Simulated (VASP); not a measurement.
Set up this calculation in VASP 6.6.1, as the native input.

```
Task                   : single point
Functional             : LDA
Potentials or basis    : VASP PAW LDA potentials, release 64 (Te, Mo_sv)
Cutoff                 : 520 eV
k mesh                 : 12 × 12 × 2
Occupations            : gaussian, width 0.02 eV
Spin                   : no spin polarisation
Dipole correction      : no
Further INCAR settings : ALGO = Normal; EDIFF = 1e-07; NBANDS = 20
```

The structure of Te2Mo lies in POSCAR:

```
Te2Mo
1.0
    3.4145498005      0.0000000000      0.0000000000
   -1.7072749002      2.9570868697      0.0000000000
    0.0000000000      0.0000000000     17.6776393063
Te Mo
2 1
Direct
    0.3333333333      0.6666666667      0.8972869416
    0.3333333333      0.6666666667      0.1027130584
    0.0000000000      0.0000000000      0.0000000000
```

The input as run:

INCAR

```
PREC = Accurate
ENCUT = 520
EDIFF = 1E-7
ISMEAR = 0
SIGMA = 0.02
LREAL = F
LASPH = T
NELM = 80
ALGO = Normal
ISIF = 2
LWAVE = F
LCHARG = T
LELF = T
LVHAR = T
NBANDS = 20
```

KPOINTS

```
Automatic mesh
0
Gamma
  12 12 2
```

Potentials or basis: VASP PAW LDA potentials, release 64 (Te, Mo_sv).

Command:

```sh
$ cat potpaw_LDA.64/Te/POTCAR potpaw_LDA.64/Mo_sv/POTCAR > POTCAR
$ mpirun -np 1 vasp_std > vasp.out
```

Results of the run:

* Largest force: 0.057 eV/Å
* Band gap on the k mesh: 1.26 eV, indirect (least direct gap 1.38 eV)

Caveat: spin-orbit coupling is left out, which moves the levels of the heavy elements.

Wall time 3.1 min on 1 thread of Intel(R) Xeon(R) Platinum 8259CL CPU @ 2.50GHz (Skylake/Cascade Lake) (shared host), peak memory 0.33 GiB.
